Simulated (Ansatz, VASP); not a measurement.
## Two plane-wave programs on InGaSe

```
In Ga Se
1.0
     3.51206    0.00000    0.00000
     0.00000    3.51206    0.00000
     0.00000    0.00000    6.01218
In Ga Se
1 1 1
Direct
  0.00000 0.00000 0.00000
  0.50000 0.50000 0.00000
  0.50000 0.50000 0.50000
```

Alike in both runs: task single point; functional PBE; k mesh 6 × 6 × 4; occupations gaussian, width 0.1 eV; no spin polarisation.

|  | VASP | Ansatz |
| --- | --- | --- |
| version | VASP 6.6.1 | Ansatz 0.2.0 |
| potentials or method | VASP PAW PBE potentials, release 64 (In_d, Ga_d, Se), cutoff 520 eV | scalar-relativistic, plane waves, PAW |
| valence electrons in the cell | 32 | 42 |

VASP gave:

| Quantity | Value |
| --- | --- |
| gap on the k mesh at the Fermi level (eV) | none |
| pressure (GPa) | 10.3 |
| traceless stress, the component that is largest in VASP (GPa) | -19.56 |

Problem. Which values does Ansatz return?

Solution. gap on the k mesh at the Fermi level (eV): none; pressure (GPa): 10.2; traceless stress, the component that is largest in VASP (GPa): -19.48.

A gap of «none» marks a metal or a gap that the smearing closes. With one functional, cell and mesh, what is left measures potentials, basis and numerics. VASP's potentials hold 32 valence electrons a cell and Ansatz's 42, so a difference there can come from the potentials and not from the codes.
